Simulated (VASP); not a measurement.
Write the native input for VASP 6.6.1 that does the following.

```yaml
Task: single point
Functional: PBE
Potentials_or_basis: VASP PAW PBE potentials, release 64 (Ti_sv, Si, Te)
Cutoff: 520 eV
k_mesh: 4 × 4 × 4
Occupations: gaussian, width 0.1 eV
Spin: no spin polarisation
Dipole_correction: no
Further_INCAR_settings: ALGO = Normal; EDIFF = 1e-07; NBANDS = 29
```

The structure of TiSiTe4 lies in POSCAR:

```
TiSiTe4
1.0
    4.4773775700     -4.5562252900      0.0000000000
    4.4773775700      4.5562252900      0.0000000000
    0.0000000000      0.0000000000      4.1708176300
Ti Si Te
1 1 4
Direct
    0.0000000000      0.0000000000      0.0000000000
    0.5000000000      0.5000000000      0.5000000000
    0.1963616800      0.1963616800      0.5000000000
    0.8036383200      0.8036383200      0.5000000000
    0.3023024600      0.6976975400      0.0000000000
    0.6976975400      0.3023024600      0.0000000000
```

These files were run (other wordings do the same):

INCAR

```
PREC     = Accurate       # precision mode
ENCUT    = 520            # plane-wave cutoff, eV
EDIFF    = 1E-7           # SCF threshold, eV
ISMEAR   = 0              # smearing method
SIGMA    = 0.1            # smearing width, eV
LREAL    = F              # projectors in reciprocal space
LASPH    = T              # aspherical terms in the spheres
NELM     = 100            # most SCF steps
ALGO     = Normal         # electronic algorithm
ISIF     = 2              # what is computed and relaxed
LWAVE    = F              # write WAVECAR
LCHARG   = F              # write CHGCAR
GGA      = PE             # functional
NBANDS   = 29             # bands
```

KPOINTS

```
Automatic mesh
0
Gamma
  4 4 4
```

Potentials or basis: VASP PAW PBE potentials, release 64 (Ti_sv, Si, Te).

Command:

```bash
$ cat potpaw_PBE.64/Ti_sv/POTCAR potpaw_PBE.64/Si/POTCAR potpaw_PBE.64/Te/POTCAR > POTCAR
$ mpirun -np 1 vasp_std > vasp.out
```

Results of the run:

```
Pressure               : 0.7 GPa
Largest force          : 0.170 eV/Å
Band gap on the k mesh : zero (band 20 reaches 6.47 eV, above the bottom of band 21 at 4.98 eV)
```

Caveat: the k points lie up to 0.38 Å⁻¹ apart; spin-orbit coupling is left out, which moves the levels of the heavy elements.

Run time: 91 s on 1 thread of Intel(R) Xeon(R) Platinum 8375C CPU @ 2.90GHz (Ice Lake), on a shared host, peak memory 0.31 GiB.
